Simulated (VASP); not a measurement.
A run of VASP 6.6.1:

The input INCAR:

```
SYSTEM = Pd
ALGO = Normal
EDIFF = 1E-8
ENCUT = 600
GGA = PS
IBRION = 6
ISIF = 3
ISMEAR = -1
LASPH = .True.
LCHARG = .True.
LREAL = .False.
LWAVE = .False.
NBANDS = 11
NELM = 80
NFREE = 2
NSW = 1
POTIM = 0.015
PREC = Accurate
SIGMA = 0.08
```

The input KPOINTS:

```
k-points
0
Gamma
  22 22 22
  0 0 0
```

File POSCAR:

```
Pd
1.0
    0.0000000000      1.9385959224      1.9385959224
    1.9385959224      0.0000000000      1.9385959224
    1.9385959224      1.9385959224      0.0000000000
Pd
1
Direct
    0.0000000000      0.0000000000      0.0000000000
```

Potentials or basis: VASP PAW PBE potentials, release 64 (Pd).

Run with:

```sh
$ cat potpaw_PBE.64/Pd/POTCAR > POTCAR
$ mpirun -np 1 vasp_std > vasp.out
```

Hardware: 1 thread of Intel(R) Xeon(R) 6975P-C (Granite Rapids), with other jobs on the host.

Task: How long does it take, and how much memory?

Result: Wall time 16 min on 1 thread of Intel(R) Xeon(R) 6975P-C (Granite Rapids), on a shared host, peak memory 1 GiB. Counts: scf iterations 138, k points 328.
